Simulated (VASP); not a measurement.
The system is Ni.

```
Ni
1.0
     0.00000    1.76910    1.76910
     1.76910    0.00000    1.76910
     3.53820    3.53820    0.00000
Ni
2
Direct
  0.00000 0.00000 0.00000
  0.00000 0.00000 0.50000
```

Base run:

- Program: VASP 6.6.1
- Functional: r2SCAN
- Potentials or basis: VASP PAW PBE potentials, release 64 (Ni)
- Cutoff: 520 eV
- k mesh: 14 × 14 × 7
- Occupations: fermi-dirac, width 0.1 eV
- Spin: no spin polarisation

Its results: pressure -11.5 GPa.

**Question.** The run is repeated on the same cell with these changes: spin from no spin polarisation to collinear spin, ferromagnetic start; further incar settings from ALGO = Normal; EDIFF = 1e-07; NBANDS = 17 to ALGO = Normal; EDIFF = 1e-07; NBANDS = 21. What comes out?

**Answer.** Pressure -9.2 GPa; net moment 1.49 μB per cell; site moments Ni +0.77 μB.

Caveats: the PAW data sets were made with another functional, which shifts forces and pressure a little.
